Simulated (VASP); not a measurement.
Set up this calculation in VASP 6.6.1, as the native input.

```
Task                   : single point
Functional             : PBEsol
Potentials or basis    : VASP PAW PBE potentials, release 64 (Cu, I)
Cutoff                 : 520 eV
k mesh                 : 6 × 6 × 6
Occupations            : gaussian, width 0.1 eV
Spin                   : collinear spin, ferromagnetic start
Starting moments       : [1.0, 0.0] μB
Dipole correction      : no
Further INCAR settings : ALGO = Normal; EDIFF = 1e-07; NBANDS = 20
```

The structure of CuI lies in POSCAR:

```
CuI
1.0
    0.0000000000     -3.0315000000     -3.0315000000
   -3.0315000000     -3.0315000000      0.0000000000
   -3.0315000000      0.0000000000     -3.0315000000
Cu I
1 1
Direct
    0.0000000000      0.0000000000      0.0000000000
    0.7500000000      0.7500000000      0.7500000000
```

One way to write it, as run:

INCAR

```
  PREC = Accurate
  ENCUT = 520
  EDIFF = 1E-7
  ISMEAR = 0
  SIGMA = 0.1
  LREAL = F
  LASPH = T
  NELM = 150
  ALGO = Normal
  ISIF = 2
  LWAVE = F
  LCHARG = F
  ISPIN = 2
  MAGMOM = 1 0
  LORBIT = 11
  LMAXMIX = 4
  GGA = PS
  NBANDS = 20
```

KPOINTS

```
Automatic mesh
0
Gamma
  6 6 6
```

Potentials or basis: VASP PAW PBE potentials, release 64 (Cu, I).

The run is started by

```sh
$ cat potpaw_PBE.64/Cu/POTCAR potpaw_PBE.64/I/POTCAR > POTCAR
$ mpirun -np 1 vasp_std > vasp.out
```

It gave:

```yaml
Pressure: -2.5 GPa
Band_gap_on_the_k_mesh: 1.03 eV, direct
Net_moment: 0.00 μB per cell
Valence_electrons_inside_the_program's_atomic_spheres: Cu 9.92; I 4.29
```

Caveat: the PAW data sets were made with another functional, which shifts forces and pressure a little; spin-orbit coupling is left out, which moves the levels of the heavy elements.

It took 21 s on 1 thread of AMD EPYC 9R45 96-Core Processor (Zen 5) (shared host), peak memory 0.18 GiB.
